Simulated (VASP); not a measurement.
A run of VASP 6.6.1 is set up as follows.

The input INCAR:

```
  ALGO = Normal
  EDIFF = 1E-6
  ENCUT = 840
  GGA = CA
  GGA_COMPAT = F
  ISIF = 2
  ISMEAR = -1
  LASPH = T
  LCHARG = T
  LELF = T
  LREAL = F
  LVHAR = T
  LWAVE = F
  NBANDS = 11
  NELM = 120
  PREC = Accurate
  SIGMA = 0.05
```

Contents of KPOINTS:

```
k-points
0
Gamma
  11 11 11
```

POSCAR

```
Mg
1.0
   -1.8236691672      1.8236691672      1.6681325125
    1.8236691672     -1.8236691672      1.6681325125
    1.8236691672      1.8236691672     -1.6681325125
Mg
1
Direct
    0.0000000000      0.0000000000      0.0000000000
```

Potentials or basis: VASP PAW LDA potentials, release 64 (Mg_sv).

The run is started by

```bash
$ cat potpaw_LDA.64/Mg_sv/POTCAR > POTCAR
$ mpirun -np 1 vasp_std > vasp.out
```

(1) What does it give for the pressure?

(2) Estimate the band gap on the k mesh.

Results:

(1) -1.5 GPa.

(2) zero (bands 5 and 6 overlap by 4.40 eV).
